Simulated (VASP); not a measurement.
# As (Fm-3m) in VASP: a series of runs

The runs below take As through single point, relaxation of cell and atoms, with r2SCAN.

Everything below comes from runs of VASP 6.6.1. Logs are shortened: lines on timing, memory, paths and dates and some standing lists are left out, and cuts for length are marked.

## 1. The cell of the first run

The structure is cubic, space group Fm-3m (No. 225). Conventional cell: a = 4.242 Å, b = 4.242 Å, c = 4.242 Å, α = 90.00°, β = 90.00°, γ = 90.00°. As (site symmetry m-3m) has 12 As at 3.00 Å within 3.9 Å.

## 2. Single point, r2SCAN

POSCAR

```
As
1.0
    0.0000000000      2.1208788425      2.1208788425
    2.1208788425      0.0000000000      2.1208788425
    2.1208788425      2.1208788425      0.0000000000
As
1
Direct
    0.0000000000      0.0000000000      0.0000000000
```

INCAR.step1

```
ALGO = Normal ; EDIFF = 1E-5
ENCUT = 550 ; GGA = PE
GGA_COMPAT = F ; ISMEAR = 0
LASPH = T ; LCHARG = F
LREAL = F ; LWAVE = T
NBANDS = 8 ; NELM = 120
PREC = Accurate ; SIGMA = 0.1
```

INCAR.step2

```
ALGO = Normal ; EDIFF = 1E-6
ENCUT = 550 ; GGA_COMPAT = F
ISIF = 2 ; ISMEAR = 0
ISTART = 1 ; LASPH = T
LCHARG = T ; LELF = T
LMIXTAU = T ; LREAL = F
LVHAR = T ; LWAVE = F
METAGGA = R2SCAN ; NBANDS = 8
NELM = 120 ; PREC = Accurate
SIGMA = 0.1
```

KPOINTS

```
k-points
0
Gamma
  16 16 16
```

Potentials or basis: VASP PAW PBE potentials, release 64 (As).

The run is started by

```console
$ cat potpaw_PBE.64/As/POTCAR > POTCAR
$ cp INCAR.step1 INCAR
$ mpirun -np 1 vasp_std > vasp.out
$ cp INCAR.step2 INCAR
$ mpirun -np 1 vasp_std > vasp.out
```

OUTCAR:

```text
EDIFF = 1E-6
   ENCUT = 550
   ISIF = 2
   ISMEAR = 0
   ISTART = 1
   LASPH = T
   LREAL = F
   METAGGA = R2SCAN
   NELM = 120
   PREC = Accurate

 ion  position               nearest neighbor table
   1  0.000  0.000  0.000-

  LATTYP: Found a face centered cubic cell.
 ALAT       =     4.2417576850

  Lattice vectors:

 A1 = (   0.0000000000,   2.1208788425,   2.1208788425)
 A2 = (   2.1208788425,   0.0000000000,   2.1208788425)
 A3 = (   2.1208788425,   2.1208788425,   0.0000000000)

Analysis of symmetry for initial positions (statically):
=====================================================================
 Subroutine PRICEL returns:
 Original cell was already a primitive cell.

 Routine SETGRP: Setting up the symmetry group for a
 face centered cubic supercell.

 Subroutine GETGRP returns: Found 48 space group operations
 (whereof 48 operations were pure point group operations)
 out of a pool of 48 trial point group operations.

The static configuration has the point symmetry O_h .

Analysis of symmetry for dynamics (positions and initial velocities):
=====================================================================
 Subroutine PRICEL returns:
 Original cell was already a primitive cell.

 Routine SETGRP: Setting up the symmetry group for a
 face centered cubic supercell.

 Subroutine GETGRP returns: Found 48 space group operations
 (whereof 48 operations were pure point group operations)
 out of a pool of 48 trial point group operations.

The dynamic configuration has the point symmetry O_h .

 Subroutine INISYM returns: Found 48 space group operations
 (whereof 48 operations are pure point group operations),
 and found     1 'primitive' translations

----------------------------------------------------------------------------------------

                                     Primitive cell

  volume of cell :      19.0800

  direct lattice vectors                    reciprocal lattice vectors
     0.000000000  2.120878842  2.120878842    -0.235751326  0.235751326  0.235751326
     2.120878842  0.000000000  2.120878842     0.235751326 -0.235751326  0.235751326
     2.120878842  2.120878842  0.000000000     0.235751326  0.235751326 -0.235751326

  length of vectors
     2.999375623  2.999375623  2.999375623     0.408333275  0.408333275  0.408333275

  position of ions in fractional coordinates (direct lattice)
[... 72 lines left out ...]
   LNONCOLLINEAR =      F non collinear calculations
   LSORBIT =      F    spin-orbit coupling
   LASPH  =      T    aspherical Exc in radial PAW
   ENCUT  =  550.0 eV  40.42 Ry    6.36 a.u.   5.74  5.74  5.74*2*pi/ulx,y,z
   NELM   =    120;   NELMIN=  2; NELMDL=  0     # of ELM steps
   EDIFF  = 0.1E-05   stopping-criterion for ELM
   LREAL  =      F    real-space projection
   EDIFFG = 0.1E-04   stopping-criterion for IOM
   NSW    =      0    number of steps for IOM
   IBRION =     -1    ionic relax: 0-MD 1-quasi-New 2-CG
   NFREE  =      0    steps in history (QN), initial steepest desc. (CG)
   ISIF   =      2    stress and relaxation
   ISYM   =      2    0-nonsym 1-usesym 2-fastsym
   POTIM  = 0.5000    time-step for ionic-motion
   TEBEG  =    0.0;   TEEND  =   0.0 temperature during run
   PSTRESS=    0.0 pullay stress
   NELECT =       5.0000    total number of electrons
   NUPDOWN=      -1.0000    fix difference up-down
   EMIN   =  10.00;   EMAX   =-10.00  energy-range for DOS
   EFERMI =   0.00;   METHOD = LEGACY
   ISMEAR =     0;   SIGMA  =   0.10  broadening in eV -4-tet -1-fermi 0-gaus
   EFERMI_NEDOS =   21; number of points for ismear=-14 and -15
   IALGO  =     38    algorithm
   IMIX   =      4    mixing-type and parameters
     AMIX     =   0.40;   BMIX     =  1.00
     AMIX_MAG =   1.60;   BMIX_MAG =  1.00
  volume/ion in A,a.u.               =      19.08       128.76
  Fermi-wavevector in a.u.,A,eV,Ry     =   1.047624  1.979723 14.932626  1.097517
  Thomas-Fermi vector in A             =   2.182512
   LORBIT       =      0    0 simple, 1 ext, 2 COOP (PROOUT), +10 PAW based schemes
   METAGGA = R2SCAN    functional components
   LHFCALC =     F    Hartree Fock is set to
   AEXX    =    0.0000 exact exchange contribution
   IVDW    =     0    specifies the selected vdW correction
   LEPSILON=     F    determine dielectric tensor
   LRPA    =     F    only Hartree local field effects (RPA)
 non-spin polarized calculation
 Gauss-broadening in eV      SIGMA  =   0.10
  energy-cutoff  :      550.00
  volume of cell :       19.08
 maximum number of plane-waves:       568
   NGX = 11   NGY = 11   NGZ = 11

 number of electron       5.0000001 magnetization

 Free energy of the ion-electron system (eV)
  ---------------------------------------------------
  ext. energy  EPLUGINS =         0.00000000
  ---------------------------------------------------
  free energy    TOTEN  =       -13.95474891 eV

  energy without entropy =      -13.94998747  energy(sigma->0) =      -13.95236819

 E-fermi :   6.3537     XC(G=0): -11.3549

 val. band max:        6.3324056294   @ k =   0.3125   0.1875   0.0625
 cond. band min:       6.3857540455   @ k =   0.5000   0.4375   0.0625
 fundamental gap:      0.0533484162
 Fermi energy:         6.3537277292

 k-point     1 :       0.0000    0.0000    0.0000
  band No.  band energies     occupation
      1      -9.4935      2.00000
      2      12.4151      0.00000
      3      12.4151      0.00000
      4      12.4151      0.00000
      5      19.3296      0.00000
      6      19.3296      0.00000
      7      19.3296      0.00000
      8      21.8293      0.00000
[... 243 lines left out ...]
 k-point    24 :      -0.0625    0.0625    0.0000
  band No.  band energies     occupation
      1      -9.2357      2.00000
      2      10.8385      0.00000
      3      11.4987      0.00000
      4      12.4094      0.00000
      5      18.6504      0.00000
      6      19.5767      0.00000
      7      20.0886      0.00000
      8      22.7541      0.00000

 [... further k-points ...]
[... 5 lines left out ...]
  --------------------------------------------------------------------------------------
  -------------------------------------------------------------------------------------
  Total       -0.0116593     -0.0116593     -0.0116593      0.0000000      0.0000000     -0.0000000
  in kB       -0.9790503     -0.9790503     -0.9790503      0.0000000      0.0000000     -0.0000000
  external PRESSURE =      -0.9790503 kB  Pullay stress =       0.0000000 kB

 VOLUME and BASIS-vectors are now :
 -----------------------------------------------------------------------------
  energy-cutoff  :      550.00
  volume of cell :       19.08
      direct lattice vectors                 reciprocal lattice vectors
     0.000000000  2.120878842  2.120878842    -0.235751326  0.235751326  0.235751326
     2.120878842  0.000000000  2.120878842     0.235751326 -0.235751326  0.235751326
     2.120878842  2.120878842  0.000000000     0.235751326  0.235751326 -0.235751326

 POSITION                                       TOTAL-FORCE (eV/Angst)
 -----------------------------------------------------------------------------------
      0.00000      0.00000      0.00000         0.000000      0.000000      0.000000
 -----------------------------------------------------------------------------------
    total drift:                                0.000000      0.000000     -0.000000

  FREE ENERGIE OF THE ION-ELECTRON SYSTEM (eV)
  ---------------------------------------------------
  free  energy   TOTEN  =       -13.9547489059 eV

  energy  without entropy=      -13.9499874746  energy(sigma->0) =      -13.95236819
```

OUTCAR.step1:

```text
EDIFF = 1E-5
   ENCUT = 550
   GGA = PE
   ISMEAR = 0
   LASPH = T
[... 479 lines left out ...]

 POSITION                                       TOTAL-FORCE (eV/Angst)
 -----------------------------------------------------------------------------------
      0.00000      0.00000      0.00000        -0.000000     -0.000000     -0.000000
 -----------------------------------------------------------------------------------
    total drift:                                0.000000      0.000000      0.000000

  FREE ENERGIE OF THE ION-ELECTRON SYSTEM (eV)
  ---------------------------------------------------
  free  energy   TOTEN  =        -4.1259681217 eV

  energy  without entropy=       -4.1216143832  energy(sigma->0) =       -4.12379125
```

Wall time 39 s (1 thread of Intel Xeon Platinum 8488C (Sapphire Rapids), shared host); peak memory 0.15 GiB.

What came out:

- Free energy: -13.9547 eV
- Pressure: -0.1 GPa

Levels at points of the mesh, in eV from the Fermi level:
| k point | band 1 | band 2 | band 3 | band 4 | band 5 | band 6 |
| --- | --- | --- | --- | --- | --- | --- |
| (0.00, 0.00, 0.00) | -15.85 | 6.06 | 6.06 | 6.06 | 12.98 | 12.98 |
| (0.50, 0.00, 0.00) | -11.18 | -7.05 | 4.23 | 4.23 | 10.46 | 11.91 |
| (0.50, 0.50, 0.00) | -9.17 | -5.97 | 0.55 | 0.55 | 5.67 | 6.02 |

Caveat: the PAW data sets were made with another functional, which shifts forces and pressure a little.

## 3. Relaxation of cell and atoms, r2SCAN

This run uses another cell than the first one, of 19.21 Å³/atom, 1.007 times its volume.

POSCAR

```
As
1.0
    0.0000000000      2.1256275842      2.1256275842
    2.1256275842      0.0000000000      2.1256275842
    2.1256275842      2.1256275842      0.0000000000
As
1
Direct
    0.0000000000      0.0000000000      0.0000000000
```

INCAR.step1

```
SYSTEM = As
  PREC = Accurate
  ENCUT = 550
  ISMEAR = 0
  SIGMA = 0.1
  LREAL = .False.
  LASPH = .True.
  NELM = 120
  GGA = PE
  ALGO = Normal
  EDIFF = 1E-5
  LWAVE = .True.
  LCHARG = .False.
  GGA_COMPAT = .False.
  IBRION = 2
  ISIF = 3
  EDIFFG = -0.005
  NELMIN = 4
  NSW = 100
```

INCAR.step2

```
SYSTEM = As
  PREC = Accurate
  ENCUT = 550
  EDIFF = 1E-7
  ISMEAR = 0
  SIGMA = 0.1
  LREAL = .False.
  LASPH = .True.
  NELM = 120
  ALGO = Normal
  ISIF = 3
  LWAVE = .False.
  LCHARG = .False.
  METAGGA = R2SCAN
  LMIXTAU = .True.
  IBRION = 2
  NSW = 100
  EDIFFG = -0.01
  ISTART = 1
  GGA_COMPAT = .False.
  NELMIN = 4
```

KPOINTS

```
regular mesh
0
Gamma
  16 16 16
  0 0 0
```

Potentials or basis: VASP PAW PBE potentials, release 64 (As).

The run is started by

```console
$ cat potpaw_PBE.64/As/POTCAR > POTCAR
$ cp INCAR.step1 INCAR
$ mpirun -np 1 vasp_std > vasp.out
$ cp INCAR.step2 INCAR
$ mpirun -np 1 vasp_std > vasp.out
```

OUTCAR:

```text
SYSTEM = As
   PREC = Accurate
   ENCUT = 550
   EDIFF = 1E-7
   ISMEAR = 0
   LREAL = .False.
   LASPH = .True.
   NELM = 120
   ISIF = 3
   METAGGA = R2SCAN
   IBRION = 2
   NSW = 100
   EDIFFG = -0.01
   ISTART = 1
   NELMIN = 4

 ion  position               nearest neighbor table
   1  0.000  0.000  0.000-

  LATTYP: Found a face centered cubic cell.
 ALAT       =     4.2512551684

  Lattice vectors:

 A1 = (   0.0000000000,   2.1256275842,   2.1256275842)
 A2 = (   2.1256275842,   0.0000000000,   2.1256275842)
 A3 = (   2.1256275842,   2.1256275842,   0.0000000000)

Analysis of symmetry for initial positions (statically):
=====================================================================
 Subroutine PRICEL returns:
 Original cell was already a primitive cell.

 Routine SETGRP: Setting up the symmetry group for a
 face centered cubic supercell.

 Subroutine GETGRP returns: Found 48 space group operations
 (whereof 48 operations were pure point group operations)
 out of a pool of 48 trial point group operations.

The static configuration has the point symmetry O_h .

Analysis of symmetry for dynamics (positions and initial velocities):
=====================================================================
 Subroutine PRICEL returns:
 Original cell was already a primitive cell.

 Routine SETGRP: Setting up the symmetry group for a
 face centered cubic supercell.

 Subroutine GETGRP returns: Found 48 space group operations
 (whereof 48 operations were pure point group operations)
 out of a pool of 48 trial point group operations.

The dynamic configuration has the point symmetry O_h .

 Subroutine INISYM returns: Found 48 space group operations
 (whereof 48 operations are pure point group operations),
 and found     1 'primitive' translations

[... 114 lines left out ...]
  Fermi-wavevector in a.u.,A,eV,Ry     =   1.045284  1.975300 14.865981  1.092619
  Thomas-Fermi vector in A             =   2.180073
   LORBIT       =      0    0 simple, 1 ext, 2 COOP (PROOUT), +10 PAW based schemes
   METAGGA = R2SCAN    functional components
   LHFCALC =     F    Hartree Fock is set to
   AEXX    =    0.0000 exact exchange contribution
   IVDW    =     0    specifies the selected vdW correction
   LEPSILON=     F    determine dielectric tensor
   LRPA    =     F    only Hartree local field effects (RPA)
 conjugate gradient relaxation of ions
 non-spin polarized calculation
 Gauss-broadening in eV      SIGMA  =   0.10
  energy-cutoff  :      550.00
  volume of cell :       19.21
 maximum number of plane-waves:       588
   NGX = 11   NGY = 11   NGZ = 11

--------------------------------------- Ionic step        1  -------------------------------------------

 number of electron       5.0000001 magnetization

 Free energy of the ion-electron system (eV)
  ---------------------------------------------------
  ext. energy  EPLUGINS =         0.00000000
  ---------------------------------------------------
  free energy    TOTEN  =       -13.95445976 eV

  energy without entropy =      -13.94972040  energy(sigma->0) =      -13.95209008

------------------------ aborting loop because EDIFF is reached ----------------------------------------

  FORCE on cell =-STRESS in cart. coord.  units (eV):
  Direction    XX          YY          ZZ          XY          YZ          ZX
  --------------------------------------------------------------------------------------
  -------------------------------------------------------------------------------------
  Total       -0.0755099     -0.0755099     -0.0755099      0.0000000      0.0000000     -0.0000000
  in kB       -6.2982939     -6.2982939     -6.2982939      0.0000000      0.0000000     -0.0000000
  external PRESSURE =      -6.2982939 kB  Pullay stress =       0.0000000 kB
[... 57 lines left out ...]
--------------------------------------- Ionic step        3  -------------------------------------------

 number of electron       5.0000001 magnetization

 Free energy of the ion-electron system (eV)
  ---------------------------------------------------
  ext. energy  EPLUGINS =         0.00000000
  ---------------------------------------------------
  free energy    TOTEN  =       -13.95476655 eV

  energy without entropy =      -13.95000407  energy(sigma->0) =      -13.95238531

 E-fermi :   6.3688     XC(G=0): -11.3613

 val. band max:        6.3503454686   @ k =   0.3125   0.1875   0.0625
 cond. band min:       6.4004934366   @ k =   0.5000   0.4375   0.0625
 fundamental gap:      0.0501479680
 Fermi energy:         6.3688469338

 k-point     1 :       0.0000    0.0000    0.0000
  band No.  band energies     occupation
      1      -9.4908      2.00000
      2      12.4416      0.00000
      3      12.4416      0.00000
      4      12.4416      0.00000
      5      19.3500      0.00000
      6      19.3500      0.00000
[... 199 lines left out ...]
 k-point    24 :      -0.0625    0.0625    0.0000
  band No.  band energies     occupation
      1      -9.2327      2.00000
      2      10.8624      0.00000
      3      11.5223      0.00000
      4      12.4360      0.00000
      5      18.6708      0.00000
      6      19.5972      0.00000

 [... further k-points ...]
[... 5 lines left out ...]
  --------------------------------------------------------------------------------------
  -------------------------------------------------------------------------------------
  Total        0.0010278      0.0010278      0.0010278     -0.0000000     -0.0000000     -0.0000000
  in kB        0.0864234      0.0864234      0.0864234     -0.0000000     -0.0000000     -0.0000000
  external PRESSURE =       0.0864234 kB  Pullay stress =       0.0000000 kB
[... 16 lines left out ...]
  FREE ENERGIE OF THE ION-ELECTRON SYSTEM (eV)
  ---------------------------------------------------
  free  energy   TOTEN  =       -13.9547665499 eV

  energy  without entropy=      -13.9500040735  energy(sigma->0) =      -13.95238531

 reached required accuracy - stopping structural energy minimisation
```

OUTCAR.step1:

```text
SYSTEM = As
   PREC = Accurate
   ENCUT = 550
   ISMEAR = 0
   LREAL = .False.
   LASPH = .True.
   NELM = 120
   GGA = PE
   EDIFF = 1E-5
   IBRION = 2
[... 500 lines left out ...]
  -------------------------------------------------------------------------------------
  Total       -0.0004574     -0.0004574     -0.0004574     -0.0000000      0.0000000     -0.0000000
  in kB       -0.0378896     -0.0378896     -0.0378896     -0.0000000      0.0000000     -0.0000000
  external PRESSURE =      -0.0378896 kB  Pullay stress =       0.0000000 kB
[... 16 lines left out ...]
  FREE ENERGIE OF THE ION-ELECTRON SYSTEM (eV)
  ---------------------------------------------------
  free  energy   TOTEN  =        -4.1268596046 eV

  energy  without entropy=       -4.1225464452  energy(sigma->0) =       -4.12470302

 reached required accuracy - stopping structural energy minimisation
```

Wall time 78 s (1 thread of Intel Xeon Platinum 8488C (Sapphire Rapids), shared host); peak memory 0.16 GiB.

What came out:

* Free energy: -13.9548 eV
* Relaxed volume: 19.05 Å³/atom
* Relaxed cell: a = 2.998 Å, b = 2.998 Å, c = 2.998 Å, α = 60.00°, β = 60.00°, γ = 60.00°
* Space group after relaxing (to 0.05 Å): Fm-3m (No. 225)
* Energy gained by relaxing: 0.3 meV/atom
* Ionic steps: 3
* Pressure after relaxing: 0.0 GPa

Step by step:
```tsv
step	energy change (eV)	largest force (eV/Å)	pressure (GPa)	volume (Å³)
1	0.0000	0.0000	-0.63	19.21
2	-0.0003	0.0000	0.24	19.00
3	-0.0003	0.0000	0.01	19.05
```

Final structure:
```cif
data_structure
_symmetry_space_group_name_H-M 'P 1'
_symmetry_Int_Tables_number 1
_cell_length_a 2.9980
_cell_length_b 2.9980
_cell_length_c 2.9980
_cell_angle_alpha 60.000
_cell_angle_beta 60.000
_cell_angle_gamma 60.000
_cell_volume 19.05
loop_
_atom_site_label
_atom_site_type_symbol
_atom_site_fract_x
_atom_site_fract_y
_atom_site_fract_z
_atom_site_occupancy
As1 As 0.00000 0.00000 0.00000 1
```

Levels at points of the mesh, in eV from the Fermi level:
```
           k point  band 1  band 2  band 3  band 4  band 5
(0.00, 0.00, 0.00)  -15.86    6.07    6.07    6.07   12.98
(0.50, 0.00, 0.00)  -11.18   -7.06    4.24    4.24   10.47
(0.50, 0.50, 0.00)   -9.16   -5.98    0.55    0.55    5.67
```

Caveat: the PAW data sets were made with another functional, which shifts forces and pressure a little.
